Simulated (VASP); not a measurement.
Wanted: the native input for a VASP 6.6.1 run.

| Quantity | Value |
| --- | --- |
| Task | single point |
| Functional | LDA |
| Potentials or basis | VASP PAW LDA potentials, release 64 (Ca_sv, O) |
| Cutoff | 600 eV |
| k mesh | 6 × 6 × 6 |
| Occupations | gaussian, width 0.1 eV |
| Spin | no spin polarisation |
| Dipole correction | no |
| Further INCAR settings | ALGO = Normal; EDIFF = 1e-06; NBANDS = 15 |

The structure of CaO lies in POSCAR:

```
CaO
1.0
    0.0000000000      2.3900000000      2.3900000000
    2.3900000000      0.0000000000      2.3900000000
    2.3900000000      2.3900000000      0.0000000000
Ca O
1 1
Direct
    0.0000000000      0.0000000000      0.0000000000
    0.5000000000      0.5000000000      0.5000000000
```

One way to write it, as run:

INCAR

```
PREC = Accurate ; ENCUT = 600
EDIFF = 1E-6 ; ISMEAR = 0
SIGMA = 0.1 ; LREAL = False
LASPH = True ; NELM = 120
ALGO = Normal ; ISIF = 2
LWAVE = False ; LCHARG = False
GGA = CA ; NBANDS = 15
GGA_COMPAT = False
```

KPOINTS

```
regular mesh
0
Gamma
  6 6 6
```

Potentials or basis: VASP PAW LDA potentials, release 64 (Ca_sv, O).

The run is started by

```console
$ cat potpaw_LDA.64/Ca_sv/POTCAR potpaw_LDA.64/O/POTCAR > POTCAR
$ mpirun -np 1 vasp_std > vasp.out
```

It gave:

```yaml
Pressure: -4.6 GPa
Band_gap_on_the_k_mesh: 3.45 eV (least direct gap 3.82 eV)
```

Caveat: the cell stands under tension.

Run time: 6.7 s on 1 thread of Intel(R) Xeon(R) Platinum 8488C (Sapphire Rapids), on a shared host, peak memory 0.14 GiB.
